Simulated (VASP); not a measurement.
CdS: single point with revPBE

The system is CdS.

```
CELL_PARAMETERS angstrom
4.26117 0.00000 0.00000
-2.13058 3.69028 0.00000
0.00000 0.00000 5.80417
ATOMIC_POSITIONS crystal
Cd 0.00000 0.00000 0.44269
S 0.66667 0.33333 0.43431
```

```json
{
  "Program": "VASP 6.6.1",
  "Task": "single point",
  "Functional": "revPBE",
  "Potentials or basis": "VASP PAW PBE potentials, release 64 (Cd_sv_GW, S)",
  "Cutoff": "630 eV",
  "k mesh": "7 × 7 × 5",
  "Occupations": "fermi-dirac, width 0.05 eV",
  "Spin": "no spin polarisation",
  "Dipole correction": "no",
  "Further INCAR settings": "ALGO = Normal; EDIFF = 1e-06; NBANDS = 20"
}
```

The pressure is 0.4 GPa. The band gap on the k mesh is 1.58 eV.

Stress tensor (GPa, compression positive):
```
0.59 0.00 0.00
0.00 0.59 0.00
0.00 0.00 0.01
```

Levels at points of the mesh, in eV from the valence-band top:
| k point | band 9 | band 10 | band 11 | band 12 | band 13 | band 14 | band 15 | band 16 | band 17 | band 18 |
| --- | --- | --- | --- | --- | --- | --- | --- | --- | --- | --- |
| (0.00, 0.00, 0.00) | -7.15 | -6.95 | -1.05 | 0.00 | 0.00 | 1.58 | 5.71 | 6.98 | 6.98 | 7.08 |

Run time: 37 s on 1 thread of Intel(R) Xeon(R) 6975P-C (Granite Rapids), with other jobs on the host, peak memory 0.29 GiB.

Caveat: the PAW data sets were made with another functional, which shifts forces and pressure a little. A k mesh can miss the band edges.
